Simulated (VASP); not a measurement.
A run of VASP 6.6.1 is set up as follows.

The input INCAR:

```
SYSTEM = As
ALGO = Normal
EDIFF = 1E-6
ENCUT = 520
GGA = RP
ISIF = 2
ISMEAR = -1
LASPH = .True.
LCHARG = .True.
LELF = .True.
LREAL = .False.
LVHAR = .True.
LWAVE = .False.
NBANDS = 8
NELM = 80
PREC = Accurate
SIGMA = 0.1
```

KPOINTS

```
k-points
0
Gamma
  15 15 15
  0 0 0
```

Contents of POSCAR:

```
As
1.0
   -1.6935044728      1.6935044728      1.6935044728
    1.6935044728     -1.6935044728      1.6935044728
    1.6935044728      1.6935044728     -1.6935044728
As
1
Direct
    0.0000000000      0.0000000000      0.0000000000
```

Potentials or basis: VASP PAW PBE potentials, release 64 (As).

Command:

```bash
$ cat potpaw_PBE.64/As/POTCAR > POTCAR
$ mpirun -np 1 vasp_std > vasp.out
```

(1) What does it give for the pressure?

Results:

(1) 0.0 GPa.

Caveat: the PAW data sets were made with another functional, which shifts forces and pressure a little.
